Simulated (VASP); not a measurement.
A run of VASP 6.6.1:

File INCAR:

```
PREC = Accurate
ENCUT = 520
EDIFF = 1E-6
ISMEAR = -1
SIGMA = 0.03
LREAL = False
LASPH = True
NELM = 100
ALGO = Normal
ISIF = 2
LWAVE = False
LCHARG = False
GGA = PE
NBANDS = 11
```

The input KPOINTS:

```
Automatic mesh
0
Gamma
  13 13 13
```

Contents of POSCAR:

```
BN
1.0
    0.0000000000      1.7713500000      1.8075000000
    1.7713500000      0.0000000000      1.8075000000
    1.7713500000      1.7713500000      0.0000000000
B N
1 1
Direct
    0.0000000000      0.0000000000      0.0000000000
    0.7500000000      0.7500000000      0.7500000000
```

Potentials or basis: VASP PAW PBE potentials, release 64 (B, N).

The run is started by

```sh
$ cat potpaw_PBE.64/B/POTCAR potpaw_PBE.64/N/POTCAR > POTCAR
$ mpirun -np 1 vasp_std > vasp.out
```

Hardware: 1 thread of AMD EPYC 7R13, with other jobs on the host.

Question: Estimate the wall time of this run.

Answer: Wall time 29 s on 1 thread of AMD EPYC 7R13, on a shared host, peak memory 0.11 GiB. Counts: scf iterations 12, k points 196.
